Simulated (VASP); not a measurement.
Crystal: Zr4H.

```
Zr H
1.0
     4.06631    0.00000    0.00000
     0.00000    4.06631    0.00000
     0.00000    0.00000    4.06631
Zr H
4 1
Direct
  0.00000 0.50000 0.50000
  0.50000 0.50000 0.00000
  0.50000 0.00000 0.50000
  0.00000 0.00000 0.00000
  0.50000 0.50000 0.50000
```

The cell was generated, and may not be a known phase.

```yaml
Program: VASP 6.6.1
Task: relaxation of cell and atoms
Functional: PBE
Potentials_or_basis: VASP PAW PBE potentials, release 64 (Zr_sv, H)
Cutoff: 600 eV
k_mesh: 4 × 4 × 4
Occupations: gaussian, width 0.1 eV
Spin: no spin polarisation
```

At the start: pressure 59.0 GPa; volume 13.45 Å³/atom.

**Question.** Where does the relaxation end?

**Answer.** Over 4 steps the energy falls by 759.0 meV/atom and the volume is 18.84 Å³/atom (+40.1 %); space group Pm-3m (No. 221, to 0.1 Å) before and after.

Step by step:
```
step  energy change (eV)  largest force (eV/Å)  pressure (GPa)  volume (Å³)
   1              0.0000                0.0000           59.00        67.24
   2             -1.4572                0.0000          -17.71       127.85
   3             -3.7919                0.0000           -1.04        94.94
   4             -3.7949                0.0000           -0.27        94.19
```

Final structure:
```
CELL_PARAMETERS angstrom
4.54989 0.00000 0.00000
0.00000 4.54989 0.00000
0.00000 0.00000 4.54989
ATOMIC_POSITIONS crystal
Zr 0.00000 0.50000 0.50000
Zr 0.50000 0.50000 0.00000
Zr 0.50000 0.00000 0.50000
Zr 0.00000 0.00000 0.00000
H 0.50000 0.50000 0.50000
```

Caveat: the k points lie up to 0.35 Å⁻¹ apart in the final cell, too coarse for converged energies and pressures of a metal; the volume moved by over 15 % at a fixed basis, so the end points are rough.
